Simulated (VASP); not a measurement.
# SnTe2H4N2 (C2/m) in VASP: a series of runs

SnTe2H4N2 is run at these levels: PBE; tasks: single point.

All numbers are computed with VASP 6.6.1; they aren't measurements. Logs are shortened: lines on timing, memory, paths and dates and some standing lists are left out, and cuts for length are marked.

**1. The cell of the first run**

Symmetry: C2/m, No. 12, monoclinic system. The conventional cell has a = 12.204 Å, b = 3.708 Å, c = 5.753 Å, α = 90.00°, β = 105.71°, γ = 90.00°. Within 3.0 Å of Sn (site symmetry 2/m) lie 2 Te at 2.29 Å and 4 N at 2.44 Å. Te (site symmetry m) has 3 H at 2.17 to 2.59 Å and 1 Sn at 2.29 Å within 2.9 Å. N (site symmetry m) has 2 H at 1.16 to 1.17 Å within 1.6 Å. H (site symmetry m) has 1 N at 1.17 Å within 1.6 Å. Within 1.6 Å of H (site symmetry m) lie 1 N at 1.16 Å.

**2. Single point, PBE**

The input, INCAR:

```
SYSTEM = SnTe2H4N2
ALGO = Normal ; EDIFF = 1E-6
ENCUT = 520 ; GGA = PE
ISIF = 2 ; ISMEAR = 0
LASPH = .TRUE. ; LCHARG = .FALSE.
LREAL = .FALSE. ; LWAVE = .FALSE.
NBANDS = 30 ; NELM = 100
PREC = Accurate ; SIGMA = 0.0706
```

The input, KPOINTS:

```
k-points
0
G
  5 5 3
  0 0 0
```

The input, POSCAR:

```
SnTe2H4N2
1.0
    0.0000000000      3.7076820000      0.0000000000
    6.1018600000     -1.8538410000      0.0000000000
    1.5580180000      0.0000000000     -5.5380240000
Sn Te N H
1 2 2 4
Direct
    0.0000000000      0.0000000000      0.0000000000
    0.8812000000      0.7624000000      0.7537000000
    0.1188000000      0.2376000000      0.2463000000
    0.6067000000      0.2134000000      0.7706000000
    0.3933000000      0.7866000000      0.2294000000
    0.6100000000      0.2200000000      0.5660000000
    0.3900000000      0.7800000000      0.4340000000
    0.7010000000      0.4020000000      0.7762000000
    0.2990000000      0.5980000000      0.2238000000
```

Potentials or basis: VASP PAW PBE potentials, release 64 (Sn_d, Te, N, H).

On the command line:

```sh
$ cat potpaw_PBE.64/Sn_d/POTCAR potpaw_PBE.64/Te/POTCAR potpaw_PBE.64/N/POTCAR potpaw_PBE.64/H/POTCAR > POTCAR
$ mpirun -np 1 vasp_std > vasp.out
```

OUTCAR:

```text
SYSTEM = SnTe2H4N2
   EDIFF = 1E-6
   ENCUT = 520
   GGA = PE
   ISIF = 2
   ISMEAR = 0
   LASPH = .TRUE.
   LREAL = .FALSE.
   NELM = 100
   PREC = Accurate

 ion  position               nearest neighbor table
   1  0.000  0.000  0.000-   2 2.29   3 2.29   4 2.44   5 2.44   4 2.44   5 2.44
   2  0.881  0.762  0.754-   8 2.17   1 2.29   3 3.51
   3  0.119  0.238  0.246-   9 2.17   1 2.29   2 3.51
   4  0.607  0.213  0.771-   8 1.16   6 1.17   1 2.44   1 2.44
   5  0.393  0.787  0.229-   9 1.16   7 1.17   1 2.44   1 2.44
   6  0.610  0.220  0.566-   4 1.17
   7  0.390  0.780  0.434-   5 1.17
   8  0.701  0.402  0.776-   4 1.16   2 2.17
   9  0.299  0.598  0.224-   5 1.16   3 2.17

  LATTYP: Found a base centered monoclinic cell.
 ALAT       =    12.2037200000
 B/A-ratio  =     0.3038157218
 C/A-ratio  =     0.4714144956
 COS(beta)  =    -0.2708178610

  Lattice vectors:

 A1 = (  -6.1018600000,  -1.8538410000,   0.0000000000)
 A2 = (  -6.1018600000,   1.8538410000,   0.0000000000)
 A3 = (   1.5580180000,   0.0000000000,  -5.5380240000)

Analysis of symmetry for initial positions (statically):
=====================================================================
 Subroutine PRICEL returns:
 Original cell was already a primitive cell.

 Routine SETGRP: Setting up the symmetry group for a
 base centered monoclinic supercell.

 Subroutine GETGRP returns: Found  4 space group operations
 (whereof  4 operations were pure point group operations)
 out of a pool of  4 trial point group operations.

The static configuration has the point symmetry C_2h.

Analysis of symmetry for dynamics (positions and initial velocities):
=====================================================================
 Subroutine PRICEL returns:
 Original cell was already a primitive cell.

 Routine SETGRP: Setting up the symmetry group for a
 base centered monoclinic supercell.

 Subroutine GETGRP returns: Found  4 space group operations
 (whereof  4 operations were pure point group operations)
 out of a pool of  4 trial point group operations.

The dynamic configuration has the point symmetry C_2h.

 Subroutine INISYM returns: Found  4 space group operations
 (whereof  4 operations are pure point group operations),
 and found     1 'primitive' translations

----------------------------------------------------------------------------------------

                                     Primitive cell

  volume of cell :     125.2909

  direct lattice vectors                    reciprocal lattice vectors
     0.000000000  3.707682000  0.000000000     0.081942227  0.269710293  0.023052891
     6.101860000 -1.853841000  0.000000000     0.163884455  0.000000000  0.046105783
     1.558018000  0.000000000 -5.538024000     0.000000000  0.000000000 -0.180569821

  length of vectors
     3.707682000  6.377258181  5.753010509     0.282824339  0.170246462  0.180569821

  position of ions in fractional coordinates (direct lattice)
     0.000000000  0.000000000  0.000000000
     0.881200000  0.762400000  0.753700000
     0.118800000  0.237600000  0.246300000
     0.606700000  0.213400000  0.770600000
     0.393300000  0.786600000  0.229400000
     0.610000000  0.220000000  0.566000000
     0.390000000  0.780000000  0.434000000
     0.701000000  0.402000000  0.776200000
     0.299000000  0.598000000  0.223800000

  ion indices of the primitive-cell ions
   primitive index   ion index
                 1           1
                 2           2
                 3           3
                 4           4
                 5           5
                 6           6
                 7           7
                 8           8
                 9           9

----------------------------------------------------------------------------------------

 KPOINTS: k-points

Automatic generation of k-mesh.
 Grid dimensions read from file:
 generate k-points for:    5    5    3

 Generating k-lattice:

  Cartesian coordinates                     Fractional coordinates (reciprocal lattice)
     0.016388445  0.053942059  0.004610578     0.200000000  0.000000000  0.000000000
     0.032776891  0.000000000  0.009221157     0.000000000  0.200000000  0.000000000
     0.000000000  0.000000000 -0.060189940     0.000000000  0.000000000  0.333333333

  Length of vectors
     0.056564868  0.034049292  0.060189940

  Shift w.r.t. Gamma in fractional coordinates (k-lattice)
     0.000000000  0.000000000  0.000000000

 Subroutine IBZKPT returns following result:
 ===========================================

 Found     24 irreducible k-points:

 Following reciprocal coordinates:
            Coordinates               Weight
  0.000000  0.000000  0.000000      1.000000
  0.200000 -0.000000 -0.000000      4.000000
  0.400000 -0.000000 -0.000000      4.000000
  0.000000  0.200000 -0.000000      2.000000
  0.200000  0.200000 -0.000000      4.000000
  0.400000  0.200000 -0.000000      4.000000
[... 16 lines left out ...]
  0.200000 -0.400000  0.333333      4.000000
  0.000000 -0.200000  0.333333      2.000000
   k-points           NKPTS =     24   k-points in BZ     NKDIM =     24   number of bands    NBANDS=     30
   number of dos      NEDOS =    301   number of ions     NIONS =      9
   total plane-waves  NPLWV =  64512
   dimension x,y,z NGX =    28 NGY =   48 NGZ =   48
   dimension x,y,z NGXF=    56 NGYF=   96 NGZF=   96
   ions per type =               1   2   2   4
   NGX,Y,Z   is equivalent  to a cutoff of  12.55, 12.51, 13.87 a.u.
   NGXF,Y,Z  is equivalent  to a cutoff of  25.11, 25.03, 27.74 a.u.
 SYSTEM =  SnTe2H4N2
   PREC   = accura    normal or accurate (medium, high low for compatibility)
   ISTART =      0    job   : 0-new  1-cont  2-samecut
   ICHARG =      2    charge: 1-file 2-atom 10-const
   ISPIN  =      1    spin polarized calculation?
   LNONCOLLINEAR =      F non collinear calculations
   LSORBIT =      F    spin-orbit coupling
   LASPH  =      T    aspherical Exc in radial PAW
   ENCUT  =  520.0 eV  38.22 Ry    6.18 a.u.   6.89 11.86 10.70*2*pi/ulx,y,z
   NELM   =    100;   NELMIN=  2; NELMDL= -5     # of ELM steps
   EDIFF  = 0.1E-05   stopping-criterion for ELM
   LREAL  =      F    real-space projection
   EDIFFG = 0.1E-04   stopping-criterion for IOM
   NSW    =      0    number of steps for IOM
   IBRION =     -1    ionic relax: 0-MD 1-quasi-New 2-CG
   NFREE  =      0    steps in history (QN), initial steepest desc. (CG)
   ISIF   =      2    stress and relaxation
   ISYM   =      2    0-nonsym 1-usesym 2-fastsym
   POTIM  = 0.5000    time-step for ionic-motion
   TEBEG  =    0.0;   TEEND  =   0.0 temperature during run
   PSTRESS=    0.0 pullay stress
   NELECT =      40.0000    total number of electrons
   NUPDOWN=      -1.0000    fix difference up-down
   EMIN   =  10.00;   EMAX   =-10.00  energy-range for DOS
   EFERMI =   0.00;   METHOD = LEGACY
   ISMEAR =     0;   SIGMA  =   0.07  broadening in eV -4-tet -1-fermi 0-gaus
   EFERMI_NEDOS =   21; number of points for ismear=-14 and -15
   IALGO  =     38    algorithm
   IMIX   =      4    mixing-type and parameters
     AMIX     =   0.40;   BMIX     =  1.00
     AMIX_MAG =   1.60;   BMIX_MAG =  1.00
  volume/ion in A,a.u.               =      13.92        93.94
  Fermi-wavevector in a.u.,A,eV,Ry     =   1.118892  2.114400 17.033407  1.251920
  Thomas-Fermi vector in A             =   2.255527
   LORBIT       =      0    0 simple, 1 ext, 2 COOP (PROOUT), +10 PAW based schemes
   GGA     = PE    functional components
   LHFCALC =     F    Hartree Fock is set to
   AEXX    =    0.0000 exact exchange contribution
   IVDW    =     0    specifies the selected vdW correction
   LEPSILON=     F    determine dielectric tensor
   LRPA    =     F    only Hartree local field effects (RPA)
 non-spin polarized calculation
 Gauss-broadening in eV      SIGMA  =   0.07
  energy-cutoff  :      520.00
  volume of cell :      125.29
 maximum number of plane-waves:      3385
   NGX = 13   NGY = 23   NGZ = 21

 number of electron      40.0000003 magnetization

 Free energy of the ion-electron system (eV)
  ---------------------------------------------------
  ext. energy  EPLUGINS =         0.00000000
  ---------------------------------------------------
  free energy    TOTEN  =       -35.49509199 eV

  energy without entropy =      -35.48575599  energy(sigma->0) =      -35.49042399

 E-fermi :   5.0091     XC(G=0):  -9.4963

 val. band max:        4.9769780138   @ k =  -0.2000   0.0000   0.3333
 cond. band min:       5.0297801597   @ k =  -0.4000   0.0000   0.3333
 fundamental gap:      0.0528021459
 Fermi energy:         5.0090796370

 k-point     1 :       0.0000    0.0000    0.0000
  band No.  band energies     occupation
      1     -17.2788      2.00000
      2     -16.7915      2.00000
      3     -16.7683      2.00000
      4     -16.5661      2.00000
      5     -16.5280      2.00000
      6     -10.4579      2.00000
[... 22 lines left out ...]
     29      12.2190      0.00000
     30      13.7131      0.00000

 k-point     2 :       0.2000   -0.0000   -0.0000
  band No.  band energies     occupation
      1     -17.2721      2.00000
      2     -16.7903      2.00000
      3     -16.7756      2.00000
      4     -16.5499      2.00000
      5     -16.5498      2.00000
      6     -10.2439      2.00000
[... 22 lines left out ...]
     29      12.3130      0.00000
     30      13.0373      0.00000

 k-point     3 :       0.4000   -0.0000   -0.0000
  band No.  band energies     occupation
      1     -17.2615      2.00000
      2     -16.7884      2.00000
      3     -16.7873      2.00000
      4     -16.5844      2.00000
      5     -16.5233      2.00000
      6      -9.8134      2.00000
[... 682 lines left out ...]
     29      12.6661      0.00000
     30      13.6251      0.00000

 k-point    24 :       0.0000   -0.2000    0.3333
  band No.  band energies     occupation
      1     -17.2779      2.00000
      2     -16.7906      2.00000
      3     -16.7683      2.00000
      4     -16.5661      2.00000
      5     -16.5280      2.00000
      6     -10.2002      2.00000
[... 22 lines left out ...]
     29      12.3693      0.00000
     30      13.4756      0.00000

------------------------ aborting loop because EDIFF is reached ----------------------------------------

  FORCE on cell =-STRESS in cart. coord.  units (eV):
  Direction    XX          YY          ZZ          XY          YZ          ZX
  --------------------------------------------------------------------------------------
  -------------------------------------------------------------------------------------
  Total       24.7259583     -2.4297521      8.1829415      0.0000000      0.0000000    -20.0770463
  in kB      316.1871123    -31.0708402    104.6406620      0.0000000      0.0000000   -256.7384132
  external PRESSURE =     129.9189780 kB  Pullay stress =       0.0000000 kB

 VOLUME and BASIS-vectors are now :
 -----------------------------------------------------------------------------
  energy-cutoff  :      520.00
  volume of cell :      125.29
      direct lattice vectors                 reciprocal lattice vectors
     0.000000000  3.707682000  0.000000000     0.081942227  0.269710293  0.023052891
     6.101860000 -1.853841000  0.000000000     0.163884455  0.000000000  0.046105783
     1.558018000  0.000000000 -5.538024000     0.000000000  0.000000000 -0.180569821

 POSITION                                       TOTAL-FORCE (eV/Angst)
 -----------------------------------------------------------------------------------
      0.00000      0.00000      0.00000        -0.000000      0.000000     -0.000000
      5.82634      1.85384     -4.17401        -6.339093     -0.000000      5.312145
      1.83354      0.00000     -1.36402         6.339093      0.000000     -5.312145
      2.50275      1.85384     -4.26760         1.564361     -0.000000      2.266926
      5.15713     -0.00000     -1.27042        -1.564361     -0.000000     -2.266926
      2.22425      1.85384     -3.13452         0.825477     -0.000000     -3.328059
      5.43563      0.00000     -2.40350        -0.825477      0.000000      3.328059
      3.66228      1.85384     -4.29861        -3.396211     -0.000000      0.072294
      3.99760      0.00000     -1.23941         3.396211      0.000000     -0.072294
 -----------------------------------------------------------------------------------
    total drift:                                0.000000     -0.000000     -0.000000

  FREE ENERGIE OF THE ION-ELECTRON SYSTEM (eV)
  ---------------------------------------------------
  free  energy   TOTEN  =       -35.4950919923 eV

  energy  without entropy=      -35.4857559891  energy(sigma->0) =      -35.49042399
```

Run time: 2.3 min. Hardware: 1 thread of Intel Xeon Platinum 8259CL at 2.50GHz (Skylake/Cascade Lake), shared host; peak memory 0.29 GiB.

What came out:

| Quantity | Value |
| --- | --- |
| Free energy | -35.4951 eV |
| Pressure | 13.0 GPa |
| Largest force | 8.271 eV/Å |
| Band gap on the k mesh | zero (band 20 reaches 5.83 eV, above the bottom of band 21 at 4.69 eV) |

Forces in eV/Å, atoms in the order of the input:
```
Sn   0.000  0.000  0.000
Te  -6.339  0.000  5.312
Te   6.339  0.000 -5.312
N    1.564  0.000  2.267
N   -1.564  0.000 -2.267
H    0.825  0.000 -3.328
H   -0.825  0.000  3.328
H   -3.396  0.000  0.072
H    3.396  0.000 -0.072
```

Levels at points of the mesh, in eV from the Fermi level:
```
           k point  band 16  band 17  band 18  band 19  band 20  band 21  band 22  band 23  band 24  band 25
(0.00, 0.00, 0.00)    -1.79    -1.09    -1.04     0.40     0.68     0.79     1.84     2.86     5.19     5.58
```

Caveat: the k points lie up to 0.38 Å⁻¹ apart; spin-orbit coupling is left out, which moves the levels of the heavy elements; forces of over 1 eV/Å act on the atoms, so gaps and moduli don't describe the material at rest.

**3. Single point, PBE**

The input, INCAR:

```
ALGO     = Normal         # electronic algorithm
EDIFF    = 1E-6           # SCF threshold, eV
ENCUT    = 520            # plane-wave cutoff, eV
GGA      = PE             # functional
ISIF     = 2              # what is computed and relaxed
ISMEAR   = 0              # smearing method
LASPH    = T              # aspherical terms in the spheres
LCHARG   = F              # write CHGCAR
LREAL    = F              # projectors in reciprocal space
LWAVE    = F              # write WAVECAR
NBANDS   = 30             # bands
NELM     = 100            # most SCF steps
PREC     = Accurate       # precision mode
SIGMA    = 0.0706         # smearing width, eV
```

The input, KPOINTS:

```
k-points
0
Gamma
  5 5 3
```

POSCAR is that of step 2.

Potentials or basis: VASP PAW PBE potentials, release 64 (Sn_d, Te, N, H).

On the command line:

```sh
$ cat potpaw_PBE.64/Sn_d/POTCAR potpaw_PBE.64/Te/POTCAR potpaw_PBE.64/N/POTCAR potpaw_PBE.64/H/POTCAR > POTCAR
$ mpirun -np 1 vasp_std > vasp.out
```

Wall time 2.2 min (1 thread of Intel Xeon Platinum 8259CL at 2.50GHz (Skylake/Cascade Lake), shared host); peak memory 0.29 GiB.

Results (log left out):

```yaml
Free_energy: -35.4951 eV
Pressure: 13.0 GPa
Largest_force: 8.271 eV/Å
Band_gap_on_the_k_mesh: zero (band 20 reaches 5.83 eV, above the bottom of band 21 at 4.69 eV)
```

Forces in eV/Å, atoms in the order of the input:
```
Sn   0.000  0.000  0.000
Te  -6.339  0.000  5.312
Te   6.339  0.000 -5.312
N    1.564  0.000  2.267
N   -1.564  0.000 -2.267
H    0.825  0.000 -3.328
H   -0.825  0.000  3.328
H   -3.396  0.000  0.072
H    3.396  0.000 -0.072
```

Stress tensor (GPa, compression positive):
```
 31.62   0.00 -25.67
  0.00  -3.11   0.00
-25.67   0.00  10.46
```

Levels at points of the mesh, in eV from the Fermi level:
| k point | band 17 | band 18 | band 19 | band 20 | band 21 | band 22 | band 23 | band 24 |
| --- | --- | --- | --- | --- | --- | --- | --- | --- |
| (0.00, 0.00, 0.00) | -1.09 | -1.04 | 0.40 | 0.68 | 0.79 | 1.84 | 2.86 | 5.19 |

Caveat: the k points lie up to 0.38 Å⁻¹ apart; spin-orbit coupling is left out, which moves the levels of the heavy elements; forces of over 1 eV/Å act on the atoms, so gaps and moduli don't describe the material at rest.
